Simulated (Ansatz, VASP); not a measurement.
# One calculation of Fe, two programs

The input INCAR:

```
PREC = Accurate
ENCUT = 600
EDIFF = 1E-6
ISMEAR = -1
SIGMA = 0.05
LREAL = False
LASPH = True
NELM = 200
ALGO = Normal
ISIF = 2
LWAVE = False
LCHARG = True
ISPIN = 2
MAGMOM = 2.5
LORBIT = 11
LMAXMIX = 4
LELF = True
LVHAR = True
NBANDS = 14
GGA_COMPAT = False
```

Contents of KPOINTS:

```
Automatic mesh
0
Gamma
  21 21 21
```

Contents of POSCAR:

```
Fe
1.0
   -1.2658219825      1.2658219825      1.2658219825
    1.2658219825     -1.2658219825      1.2658219825
    1.2658219825      1.2658219825     -1.2658219825
Fe
1
Direct
    0.0000000000      0.0000000000      0.0000000000
```

Input for Ansatz:

```yaml
crystal:
  lattice:
    - [-1.2658219825, 1.2658219825, 1.2658219825]
    - [1.2658219825, -1.2658219825, 1.2658219825]
    - [1.2658219825, 1.2658219825, -1.2658219825]
  atoms:
    - { symbol: Fe, position: [0.0, 0.0, 0.0], spin: 2.5 }
magnetization:
  spin_polarized: true
kpoints:
  mp_grid: { grid: [21, 21, 21] }
scf:
  occupations: { method: fermi_dirac, width: 0.05 }
hamiltonian:
  xc: lda
  pseudopotentials: { kind: paw }
output:
  forces: true
  stress: true
  eigenvalues: true
```

Change from the starting cell: volume scaled by 0.779, to set the pressure.

Alike in both runs: task single point; functional LDA; k mesh 21 × 21 × 21; occupations fermi-dirac, width 0.05 eV; collinear spin.

|  | VASP | Ansatz |
| --- | --- | --- |
| version | VASP 6.6.1 | Ansatz 0.2.0 |
| potentials or method | VASP PAW LDA potentials, release 64 (Fe) | PAW with Ansatz's default frozen-core files, scalar-relativistic |
| plane-wave cutoff (eV) | 600 | 420 |
| valence electrons in the cell | 8 | 16 |

|  | VASP | Ansatz | Ansatz less VASP |
| --- | --- | --- | --- |
| pressure (GPa) | 107.1 | 108.6 | +1.46 |
| net moment per atom (μB) | 1.33 | 1.40 | +0.075 |
| size of the moment on the site where the two differ most (μB) | 1.28 | 1.38 | +0.097 |

LDA's correlation is that of Perdew and Zunger in VASP and of Perdew and Wang (1992) in Ansatz. Site moments also hang on the region over which each program counts them. Both programs put the cell under a high pressure, so it lies far from rest at this level. VASP's potentials hold 8 valence electrons a cell and Ansatz's 16, so a difference there can come from the potentials and not from the codes.

Noted on VASP's run: the cell as given lies far from equilibrium.
